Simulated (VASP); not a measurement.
# B (Cmcm) in VASP: single point with PBE

Aim: the single point of B with PBE.

All numbers are computed with VASP 6.6.1; they aren't measurements. Logs are shortened: lines on timing, memory, paths and dates and some standing lists are left out, and cuts for length are marked.

## (1) The cell of the first run

The structure is orthorhombic, space group Cmcm (No. 63). The conventional cell has a = 2.925 Å, b = 3.456 Å, c = 5.467 Å, α = 90.00°, β = 90.00°, γ = 90.00°. B (site symmetry m) has 9 B at 1.69 to 2.29 Å within 2.3 Å.

## (2) Single point, PBE

Input file POSCAR:

```
B
1.0
    1.4625404213     -1.7280957791      0.0000000000
    1.4625404213      1.7280957791      0.0000000000
    0.0000000000      0.0000000000      5.4670400292
B
4
Direct
    0.2055292469      0.7944707531      0.0957233041
    0.7944707531      0.2055292469      0.5957233041
    0.2055292469      0.7944707531      0.4042766959
    0.7944707531      0.2055292469      0.9042766959
```

Input file INCAR.step1:

```
SYSTEM = B
PREC = Accurate
ENCUT = 520
EDIFF = 1E-7
ISMEAR = 0
SIGMA = 0.1
LREAL = .FALSE.
LASPH = .TRUE.
NELM = 80
ALGO = Normal
ISIF = 2
LWAVE = .FALSE.
LCHARG = .TRUE.
GGA = PE
NBANDS = 14
```

Input file KPOINTS.step1:

```
Automatic mesh
0
G
  20 20 8
  0 0 0
```

Input file INCAR.step2:

```
SYSTEM = B
PREC = Accurate
ENCUT = 520
EDIFF = 1E-7
ISMEAR = -5
SIGMA = 0.1
LREAL = .FALSE.
LASPH = .TRUE.
NELM = 80
ALGO = Normal
ISIF = 2
LWAVE = .FALSE.
LCHARG = .FALSE.
GGA = PE
LORBIT = 11
NEDOS = 1001
ICHARG = 11
```

Input file KPOINTS.step2:

```
Automatic mesh
0
G
  30 30 12
  0 0 0
```

Potentials or basis: VASP PAW PBE potentials, release 64 (B).

The run is started by

```console
cat potpaw_PBE.64/B/POTCAR > POTCAR
cp INCAR.step1 INCAR
cp KPOINTS.step1 KPOINTS
mpirun -np 1 vasp_std > vasp.out
cp INCAR.step2 INCAR
cp KPOINTS.step2 KPOINTS
mpirun -np 1 vasp_std > vasp.out
```

OUTCAR:

```text
SYSTEM = B
   PREC = Accurate
   ENCUT = 520
   EDIFF = 1E-7
   ISMEAR = -5
   LREAL = .FALSE.
   LASPH = .TRUE.
   NELM = 80
   ISIF = 2
   GGA = PE
   LORBIT = 11
   ICHARG = 11

 ion  position               nearest neighbor table
   1  0.206  0.794  0.096-   3 1.69   4 1.76   4 1.82   4 1.82
   2  0.794  0.206  0.596-   4 1.69   3 1.76   3 1.82   3 1.82
   3  0.206  0.794  0.404-   1 1.69   2 1.76   2 1.82   2 1.82
   4  0.794  0.206  0.904-   2 1.69   1 1.76   1 1.82   1 1.82

  LATTYP: Found a base centered orthorhombic cell.
 ALAT       =     2.9250808426
 B/A-ratio  =     1.1815712947
 C/A-ratio  =     1.8690218573

  Lattice vectors:

 A1 = (   1.4625404213,  -1.7280957791,   0.0000000000)
 A2 = (   1.4625404213,   1.7280957791,   0.0000000000)
 A3 = (   0.0000000000,   0.0000000000,   5.4670400292)

Analysis of symmetry for initial positions (statically):
=====================================================================
 Subroutine PRICEL returns:
 Original cell was already a primitive cell.

 Routine SETGRP: Setting up the symmetry group for a
 base centered orthorhombic supercell.

 Subroutine GETGRP returns: Found  8 space group operations
 (whereof  4 operations were pure point group operations)
 out of a pool of  8 trial point group operations.

The static configuration has the point symmetry C_2h.
 The point group associated with its full space group is D_2h.

Analysis of symmetry for dynamics (positions and initial velocities):
=====================================================================
 Subroutine PRICEL returns:
 Original cell was already a primitive cell.

 Routine SETGRP: Setting up the symmetry group for a
 base centered orthorhombic supercell.

 Subroutine GETGRP returns: Found  8 space group operations
 (whereof  4 operations were pure point group operations)
 out of a pool of  8 trial point group operations.

The dynamic configuration has the point symmetry C_2h.
 The point group associated with its full space group is D_2h.

 Subroutine INISYM returns: Found  8 space group operations
 (whereof  4 operations are pure point group operations),
 and found     1 'primitive' translations

----------------------------------------------------------------------------------------

[... 114 lines left out ...]
   EFERMI_NEDOS =   21; number of points for ismear=-14 and -15
   IALGO  =     38    algorithm
   IMIX   =      4    mixing-type and parameters
     AMIX     =   0.40;   BMIX     =  1.00
     AMIX_MAG =   1.60;   BMIX_MAG =  1.00
  volume/ion in A,a.u.               =       6.91        46.62
  Fermi-wavevector in a.u.,A,eV,Ry     =   1.239698  2.342690 20.910132  1.536851
  Thomas-Fermi vector in A             =   2.374170
   LORBIT       =     11    0 simple, 1 ext, 2 COOP (PROOUT), +10 PAW based schemes
   GGA     = PE    functional components
   LHFCALC =     F    Hartree Fock is set to
   AEXX    =    0.0000 exact exchange contribution
   IVDW    =     0    specifies the selected vdW correction
   LEPSILON=     F    determine dielectric tensor
   LRPA    =     F    only Hartree local field effects (RPA)
 non-spin polarized calculation
 Fermi weights with tetrahedron method with Bloechl corrections
  energy-cutoff  :      520.00
  volume of cell :       27.63
 maximum number of plane-waves:       760
 NGX is ok and might be reduce to    18

 number of electron      12.0000000 magnetization

 Free energy of the ion-electron system (eV)
  ---------------------------------------------------
  ext. energy  EPLUGINS =         0.00000000
  ---------------------------------------------------
  free energy    TOTEN  =       -24.54686379 eV

  energy without entropy =      -24.54686379  energy(sigma->0) =      -24.54686379

 E-fermi :   7.0129     XC(G=0): -12.0871

 val. band max:        7.0339699311   @ k =   0.1667   0.1667   0.3333
 cond. band min:       6.8560759908   @ k =   0.2333   0.2333   0.3333
 fundamental gap:     -0.1778939403
 Fermi energy:         7.0128567493

 k-point     1 :       0.0000    0.0000    0.0000
  band No.  band energies     occupation
      1      -8.9587      2.00000
      2      -6.0659      2.00000
      3      -3.7527      2.00000
      4       3.9682      2.00000
      5      10.3780      0.00000
      6      10.7823      0.00000
      7      12.3212      0.00000
      8      12.6364      0.00000
      9      14.6121      0.00000
     10      16.7052      0.00000
[... 287 lines left out ...]
 k-point    24 :       0.2667    0.0333    0.0000
  band No.  band energies     occupation
      1      -7.1507      2.00000
      2      -4.3400      2.00000
      3      -1.9606      2.00000
      4       3.6507      2.00000
      5       4.6464      2.00000
      6       5.8355      2.00000
      7      11.4194      0.00000
      8      12.5074      0.00000
      9      12.9464      0.00000
     10      13.9858      0.00000

 [... further k-points ...]

------------------------ aborting loop because EDIFF is reached ----------------------------------------

  FORCE on cell =-STRESS in cart. coord.  units (eV):
  Direction    XX          YY          ZZ          XY          YZ          ZX
  --------------------------------------------------------------------------------------
  -------------------------------------------------------------------------------------
  Total       -0.0050989     -0.0514627      0.0400359      0.0000000      0.0000000      0.0000000
  in kB       -0.2956172     -2.9836322      2.3211440      0.0000000      0.0000000      0.0000000
  external PRESSURE =      -0.3193684 kB  Pullay stress =       0.0000000 kB

 VOLUME and BASIS-vectors are now :
 -----------------------------------------------------------------------------
  energy-cutoff  :      520.00
  volume of cell :       27.63
      direct lattice vectors                 reciprocal lattice vectors
     1.462540421 -1.728095779  0.000000000     0.341870893 -0.289335815  0.000000000
     1.462540421  1.728095779  0.000000000     0.341870893  0.289335815  0.000000000
     0.000000000  0.000000000  5.467040029     0.000000000  0.000000000  0.182914337

 POSITION                                       TOTAL-FORCE (eV/Angst)
 -----------------------------------------------------------------------------------
      1.46254      1.01775      0.52332         0.000000     -0.001230     -0.006714
      1.46254     -1.01775      3.25684         0.000000      0.001230     -0.006714
      1.46254      1.01775      2.21020         0.000000     -0.001230      0.006714
      1.46254     -1.01775      4.94372         0.000000      0.001230      0.006714
 -----------------------------------------------------------------------------------
    total drift:                                0.000000      0.000000     -0.000000

  FREE ENERGIE OF THE ION-ELECTRON SYSTEM (eV)
  ---------------------------------------------------
  free  energy   TOTEN  =       -24.5468637913 eV

  energy  without entropy=      -24.5468637913  energy(sigma->0) =      -24.54686379

 total charge

# of ion       s       p       d       tot
------------------------------------------
    1        0.708   1.199   0.000   1.907
    2        0.708   1.199   0.000   1.907
    3        0.708   1.199   0.000   1.907
    4        0.708   1.199   0.000   1.907
--------------------------------------------------
tot          2.833   4.796   0.000   7.630
```

OUTCAR.step1:

```text
SYSTEM = B
   PREC = Accurate
   ENCUT = 520
   EDIFF = 1E-7
   ISMEAR = 0
   LREAL = .FALSE.
[... 642 lines left out ...]
      1.46254     -1.01775      3.25684         0.000000      0.002990     -0.000895
      1.46254      1.01775      2.21020         0.000000     -0.002990      0.000895
      1.46254     -1.01775      4.94372         0.000000      0.002990      0.000895
 -----------------------------------------------------------------------------------
    total drift:                                0.000000      0.000000     -0.000000

  FREE ENERGIE OF THE ION-ELECTRON SYSTEM (eV)
  ---------------------------------------------------
  free  energy   TOTEN  =       -24.5531514414 eV

  energy  without entropy=      -24.5511547994  energy(sigma->0) =      -24.55215312
```

OSZICAR.step1:

```text
N       E                     dE             d eps       ncg     rms          rms(c)
DAV:   1     0.842931334627E+01    0.84293E+01   -0.54998E+03 15540   0.773E+02
DAV:   2    -0.241461843529E+02   -0.32575E+02   -0.30023E+02 20608   0.142E+02
DAV:   3    -0.250713255395E+02   -0.92514E+00   -0.91711E+00 19892   0.188E+01
DAV:   4    -0.250732737636E+02   -0.19482E-02   -0.19479E-02 17304   0.943E-01
DAV:   5    -0.250732782189E+02   -0.44553E-05   -0.44556E-05 19320   0.417E-02    0.560E+00
DAV:   6    -0.247047875120E+02    0.36849E+00   -0.15253E-01 16512   0.226E+00    0.329E+00
DAV:   7    -0.245532607097E+02    0.15153E+00   -0.23451E-01 17466   0.280E+00    0.333E-01
DAV:   8    -0.245531107393E+02    0.14997E-03   -0.55658E-03 17652   0.529E-01    0.460E-02
DAV:   9    -0.245531435310E+02   -0.32792E-04   -0.99788E-05 19332   0.691E-02    0.200E-02
DAV:  10    -0.245531508823E+02   -0.73513E-05   -0.15212E-05 18678   0.264E-02    0.391E-03
DAV:  11    -0.245531512695E+02   -0.38723E-06   -0.12186E-06 18492   0.798E-03    0.176E-03
DAV:  12    -0.245531514603E+02   -0.19075E-06   -0.12280E-07 12042   0.263E-03    0.234E-04
DAV:  13    -0.245531514414E+02    0.18887E-07   -0.79773E-09  8280   0.672E-04
   1 F= -.24553151E+02 E0= -.24552153E+02  d E =-.199664E-02
```

Run time: 3.1 min. Hardware: 1 thread of Intel Xeon Platinum 8559C (Emerald Rapids), shared host; peak memory 0.47 GiB.

Results:

```yaml
Valence_electrons_inside_the_program's_atomic_spheres: B 1.91
```

Levels at points of the mesh, in eV from the Fermi level:
```
           k point  band 3  band 4  band 5  band 6  band 7  band 8  band 9  band 10
(0.00, 0.00, 0.00)  -10.77   -3.04    3.37    3.77    5.31    5.62    7.60     9.69
(0.50, 0.00, 0.00)   -7.66   -7.03   -5.52   -4.74    4.73    6.24    7.95     8.22
(0.50, 0.50, 0.00)   -4.58   -4.43   -2.06   -2.05   -1.89   -1.05    2.77     2.95
(0.00, 0.00, 0.50)   -7.09   -7.09    4.23    4.23    6.01    6.01    9.30     9.30
(0.50, 0.00, 0.50)   -8.71   -8.71   -3.71   -3.71    3.70    3.70    6.92     6.92
(0.50, 0.50, 0.50)   -3.62   -3.62   -3.59   -3.59   -0.57   -0.57    3.33     3.33
```

Caveat: tetrahedron occupations give inexact forces and stress in metals.
